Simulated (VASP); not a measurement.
# Cu in VASP: a series of runs, part 2 of 2

VASP 6.6.1.

### 4 Single point, PBEsol+D3(BJ)

This run uses another cell than the first one, of 10.85 Å³/atom.

Input file INCAR:

```
  ALGO = Normal
  EDIFF = 1E-6
  ENCUT = 520
  GGA = PS
  ISIF = 2
  ISMEAR = -1
  IVDW = 12
  LASPH = T
  LCHARG = F
  LREAL = F
  LWAVE = F
  NBANDS = 12
  NELM = 60
  PREC = Accurate
  SIGMA = 0.05
```

Input file KPOINTS:

```
k-points
0
Gamma
  13 13 13
```

Input file POSCAR:

```
Cu
1.0
   -1.4096996556      1.4096996556      1.3644385702
    1.4096996556     -1.4096996556      1.3644385702
    1.4096996556      1.4096996556     -1.3644385702
Cu
1
Direct
    0.0000000000      0.0000000000      0.0000000000
```

Potentials or basis: VASP PAW PBE potentials, release 64 (Cu).

Run with:

```console
$ cat potpaw_PBE.64/Cu/POTCAR > POTCAR
$ mpirun -np 1 vasp_std > vasp.out
```

OUTCAR:

```text
EDIFF = 1E-6
   ENCUT = 520
   GGA = PS
   ISIF = 2
   ISMEAR = -1
   IVDW = 12
   LASPH = T
   LREAL = F
   NELM = 60
   PREC = Accurate
 IVDW          = 12

 ion  position               nearest neighbor table
   1  0.000  0.000  0.000-

  LATTYP: Found a body centered tetragonal cell.
 ALAT       =     2.8193993112
 C/A-ratio  =     0.9678931003

  Lattice vectors:

 A1 = (  -1.4096996556,   1.4096996556,   1.3644385702)
[... 539 lines left out ...]
     11      39.1630      0.00000
     12      41.1285      0.00000

 [... further k-points ...]

------------------------ aborting loop because EDIFF is reached ----------------------------------------

 Edisp (eV)   -0.57121

 E8    (eV) :    -0.3727

  FORCE on cell =-STRESS in cart. coord.  units (eV):
  Direction    XX          YY          ZZ          XY          YZ          ZX
  --------------------------------------------------------------------------------------
  -------------------------------------------------------------------------------------
  Total       0.05643     0.05643     0.05210     0.00000    -0.00000    -0.00000
  in kB       8.33520     8.33520     7.69598     0.00000    -0.00000    -0.00000
  external pressure =        8.12 kB  Pullay stress =        0.00 kB

 VOLUME and BASIS-vectors are now :
 -----------------------------------------------------------------------------
  energy-cutoff  :      520.00
  volume of cell :       10.85
      direct lattice vectors                 reciprocal lattice vectors
    -1.409699656  1.409699656  1.364438570     0.000000000  0.354685481  0.366451089
     1.409699656 -1.409699656  1.364438570     0.354685481  0.000000000  0.366451089
     1.409699656  1.409699656 -1.364438570     0.354685481  0.354685481  0.000000000

 POSITION                                       TOTAL-FORCE (eV/Angst)
 -----------------------------------------------------------------------------------
      0.00000      0.00000      0.00000        -0.000000     -0.000000      0.000000
 -----------------------------------------------------------------------------------
    total drift:                                0.000000     -0.000000      0.000000

  FREE ENERGIE OF THE ION-ELECTRON SYSTEM (eV)
  ---------------------------------------------------
  free  energy   TOTEN  =        -4.8315149392 eV

  energy  without entropy=       -4.8289628591  energy(sigma->0) =       -4.83023890
```

stdout:

```text
POSCAR found type information on POSCAR Cu
 POSCAR found :  1 types and       1 ions
 scaLAPACK will be used
 -----------------------------------------------------------------------------
|                                                                             |
|                                                                             |
|     You enforced a specific xc type in the INCAR file but a different       |
|     I HOPE YOU KNOW WHAT YOU ARE DOING!                                     |
|                                                                             |
 -----------------------------------------------------------------------------

 LDA part: xc-table for (Slater+PW92), standard interpolation
 POSCAR, INCAR and KPOINTS ok, starting setup
 FFT: planning ... GRIDC
 FFT: planning ... GRID_SOFT
 FFT: planning ... GRID
 WAVECAR not read
 entering main loop
```

Run time: 11 s. Hardware: 1 thread of AMD EPYC 9R45 (Zen 5), shared host; peak memory 0.11 GiB.

What came out:

- Free energy: -4.8315 eV
- Pressure: 0.8 GPa
- Band gap on the k mesh: zero (an odd number of electrons rules out a gap without spin polarisation)
- Dispersion energy per atom: -0.571 eV

Levels at points of the mesh, in eV from the Fermi level:
```
           k point  band 3  band 4  band 5  band 6  band 7  band 8  band 9  band 10
(0.00, 0.00, 0.00)   -3.28   -3.28   -2.26   -2.11   25.61   25.61   26.45    29.99
```

Caveat: the PAW data sets were made with another functional, which shifts forces and pressure a little.

### 5 Single point, PBEsol+D4

This run uses another cell than the first one, of 11.07 Å³/atom.

Input file INCAR:

```
SYSTEM = Cu
PREC = Accurate
ENCUT = 520
EDIFF = 1E-6
ISMEAR = -1
SIGMA = 0.05
LREAL = .FALSE.
LASPH = .TRUE.
NELM = 80
ALGO = Normal
ISIF = 2
LWAVE = .FALSE.
LCHARG = .TRUE.
GGA = PS
IVDW = 13
LELF = .TRUE.
LVHAR = .TRUE.
NBANDS = 12
```

Input file KPOINTS:

```
regular mesh
0
G
  13 13 13
  0 0 0
```

Input file POSCAR:

```
Cu
1.0
   -1.4225987174      1.4225987174      1.3680947144
    1.4225987174     -1.4225987174      1.3680947144
    1.4225987174      1.4225987174     -1.3680947144
Cu
1
Direct
    0.0000000000      0.0000000000      0.0000000000
```

Run with:

```console
$ cat potpaw_PBE.64/Cu/POTCAR > POTCAR
$ mpirun -np 1 vasp_std > vasp.out
```

Wall time 13 s (1 thread of AMD EPYC 9R45 (Zen 5), shared host); peak memory 0.11 GiB.

The run converged. Its results:

```
Free energy                : -4.6142 eV
Pressure                   : 0.8 GPa
Band gap on the k mesh     : zero (an odd number of electrons rules out a gap without spin polarisation)
Dispersion energy per atom : -0.343 eV
```

Levels at points of the mesh, in eV from the Fermi level:
```
           k point  band 4  band 5  band 6  band 7  band 8  band 9
(0.00, 0.00, 0.00)   -3.19   -2.23   -2.05   25.34   25.34   26.36
```

Caveat: the PAW data sets were made with another functional, which shifts forces and pressure a little.

### 6 Summary

| level | cell | k mesh | grid for exact exchange (PRECFOCK) | share of exact exchange | gap on the mesh (eV) | pressure (GPa) |
| --- | --- | --- | --- | --- | --- | --- |
| PBE0 | a = 2.509 Å, angles 108.2, 108.2, 112.0°, 1 atom | 6 × 6 × 6 | Normal | 0.25 | none | -1.0 |
| RPBE+D3(BJ) | a = 2.331 Å, angles 109.5°, 1 atom | 13 × 13 × 13 | - | - | none | 0.6 |
| PBEsol+D3(BJ) | a = 2.416 Å, angles 108.6, 108.6, 111.2°, 1 atom | 13 × 13 × 13 | - | - | none | 0.8 |
| PBEsol+D4 | a = 2.433 Å, angles 108.4, 108.4, 111.6°, 1 atom | 13 × 13 × 13 | - | - | none | 0.8 |

Alike in all rows: task single point; potentials or basis VASP PAW PBE potentials, release 64 (Cu); no spin polarisation; cutoff (eV) 520; smearing fermi-dirac 0.05 eV.

Caveats: some runs use coarse meshes; the PAW data sets were made with another functional, which shifts forces and pressure a little.

Total energies depend on the potentials used, so only differences within one code and one set of settings carry meaning.
